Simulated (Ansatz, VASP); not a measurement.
## One calculation of SiGe, two programs

```
Si Ge
1.0
     3.81720    0.00000    0.00000
    -1.90860    3.30579    0.00000
     0.00000    0.00000    6.30833
Si Ge
2 2
Direct
  0.66667 0.33333 0.87450
  0.33333 0.66667 0.37450
  0.66667 0.33333 0.50050
  0.33333 0.66667 0.00050
```

Alike in both runs: task single point; functional LDA; k mesh 12 × 12 × 6; occupations gaussian, width 0.03 eV; no spin polarisation.

|  | VASP | Ansatz |
| --- | --- | --- |
| version | VASP 6.6.1 | Ansatz 0.2.0 |
| potentials or method | VASP PAW LDA potentials, release 64 (Si, Ge_d), cutoff 520 eV | scalar-relativistic, plane waves, PAW |
| valence electrons in the cell | 36 | 36 |

```tsv
	VASP	Ansatz	Ansatz less VASP
gap on the k mesh at the Fermi level (eV)	0.25	0.25	+0.001
least direct gap on the mesh (eV)	0.56	0.55	-0.013
pressure (GPa)	3.9	3.8	-0.10
rms of the force components (eV/Å)	0.011	0.011	-0.0005
```

Ansatz warns that its potentials were made for another functional, while VASP's fit it. LDA's correlation is that of Perdew and Zunger in VASP and of Perdew and Wang (1992) in Ansatz. Atom by atom the forces differ by 0.001 eV/Å (rms over components).
